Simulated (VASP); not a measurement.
A run of VASP 6.6.1:

The input INCAR:

```
PREC = Accurate
ENCUT = 520
EDIFF = 1E-6
ISMEAR = 0
SIGMA = 0.1
LREAL = F
LASPH = T
NELM = 100
ALGO = Normal
ISIF = 2
LWAVE = F
LCHARG = T
GGA = PE
LELF = T
LVHAR = T
NBANDS = 34
```

The input KPOINTS:

```
Automatic mesh
0
Gamma
  6 6 6
```

The input POSCAR:

```
Na3ScTe3
1.0
    6.1511422238      0.0000000000      0.0000000000
    0.0000000000      6.1511422238      0.0000000000
    0.0000000000      0.0000000000      6.1511422238
Na Sc Te
3 1 3
Direct
    0.5000000000      0.5000000000      0.0000000000
    0.0000000000      0.5000000000      0.5000000000
    0.5000000000      0.0000000000      0.5000000000
    0.5000000000      0.5000000000      0.5000000000
    0.5000000000      0.0000000000      0.0000000000
    0.0000000000      0.5000000000      0.0000000000
    0.0000000000      0.0000000000      0.5000000000
```

Potentials or basis: VASP PAW PBE potentials, release 64 (Na_pv, Sc_sv, Te).

The run is started by

```bash
$ cat potpaw_PBE.64/Na_pv/POTCAR potpaw_PBE.64/Sc_sv/POTCAR potpaw_PBE.64/Te/POTCAR > POTCAR
$ mpirun -np 1 vasp_std > vasp.out
```

Hardware: 1 thread of Intel(R) Xeon(R) Platinum 8175M CPU @ 2.50GHz (Skylake/Cascade Lake), on a shared host.

**Question.** Estimate the wall time of this run.

**Answer.** Wall time 6 min on 1 thread of Intel(R) Xeon(R) Platinum 8175M CPU @ 2.50GHz (Skylake/Cascade Lake), on a shared host, peak memory 0.41 GiB. Counts: scf iterations 29, k points 20.
